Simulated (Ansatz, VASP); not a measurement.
**Two plane-wave programs on SnO**

POSCAR

```
SnO
1.0
    3.8205591358     -0.0000144305      0.0000000000
    0.0000145020      3.8205591358      0.0000000000
    0.0000000000      0.0000000000     30.6349243850
Sn O
2 2
Direct
    0.7499972365      0.2500027635      0.4614157227
    0.2499972364      0.7500027635      0.5385842773
    0.2499972364      0.2500027636      0.5000000000
    0.7499972365      0.7500027636      0.5000000000
```

The input INCAR.step1:

```
SYSTEM = SnO
ALGO = Normal
DIPOL = 0.5 0.5 0.500
EDIFF = 1E-4
ENCUT = 520
GGA = PE
IDIPOL = 3
ISMEAR = 0
LASPH = .TRUE.
LCHARG = .FALSE.
LDIPOL = .TRUE.
LREAL = .FALSE.
LWAVE = .TRUE.
NBANDS = 28
NELM = 60
PREC = Accurate
SIGMA = 0.02
```

File INCAR.step2:

```
SYSTEM = SnO
ALGO = Normal
DIPOL = 0.5 0.5 0.500
EDIFF = 1E-7
ENCUT = 520
IDIPOL = 3
ISIF = 2
ISMEAR = 0
ISTART = 1
LASPH = .TRUE.
LCHARG = .TRUE.
LDIPOL = .TRUE.
LELF = .TRUE.
LMIXTAU = .TRUE.
LREAL = .FALSE.
LVACPOTAV = .TRUE.
LVHAR = .TRUE.
LWAVE = .FALSE.
METAGGA = R2SCAN
NBANDS = 28
NELM = 60
PREC = Accurate
SIGMA = 0.02
```

KPOINTS

```
k-points
0
G
  6 6 1
  0 0 0
```

Input for Ansatz:

```yaml
crystal:
  lattice:
    - [3.8205591358, -1.44305e-05, 0.0]
    - [1.4502e-05, 3.8205591358, 0.0]
    - [0.0, 0.0, 30.634924385]
  atoms:
    - { symbol: Sn, position: [0.7499972365, 0.2500027635, 0.4614157227] }
    - { symbol: O, position: [0.2499972364, 0.2500027636, 0.5] }
    - { symbol: O, position: [0.7499972365, 0.7500027636, 0.5] }
    - { symbol: Sn, position: [0.2499972364, 0.7500027635, 0.5385842773] }
  periodic: [true, true, false]
basis:
  ecutwfc: 500
kpoints:
  mp_grid: { grid: [6, 6, 1] }
  band_path:
    path:
      - [0, 0, 0]
      - [0.5, 0, 0]
      - [0.5, 0.5, 0]
      - [0, 0.5, 0]
      - [0, 0, 0]
      - [0.5, 0.5, 0]
    npoints: 8
hamiltonian:
  xc: r2scan
scf:
  occupations: { method: gaussian, width: 0.02 }
output:
  forces: true
  stress: true
  eigenvalues: true
  populations: true
  write_density: true
  write_potential: true
  elf: true
  volumetric_format: npy
```

Alike in both runs: task single point; functional r2SCAN; k mesh 6 × 6 × 1; occupations gaussian, width 0.02 eV; no spin polarisation.

```csv
,VASP,Ansatz
version,VASP 6.6.1,Ansatz 0.2.0
potentials or method,"VASP PAW PBE potentials, release 64 (Sn_d, O), cutoff 520 eV","scalar-relativistic, plane waves, PAW"
valence electrons in the cell,40,40
```

Ansatz gave:

- gap on the k mesh at the Fermi level (eV): 3.46
- least direct gap on the mesh (eV): 3.68
- rms of the force components (eV/Å): 0.202

**Question.** Which values does VASP return?

**Answer.** gap on the k mesh at the Fermi level (eV): 3.45; least direct gap on the mesh (eV): 3.66; rms of the force components (eV/Å): 0.143.

VASP's potentials were made for PBE, not for r2SCAN. Ansatz's warnings: structure snapped to symmetry, xc potential rough in thin density.
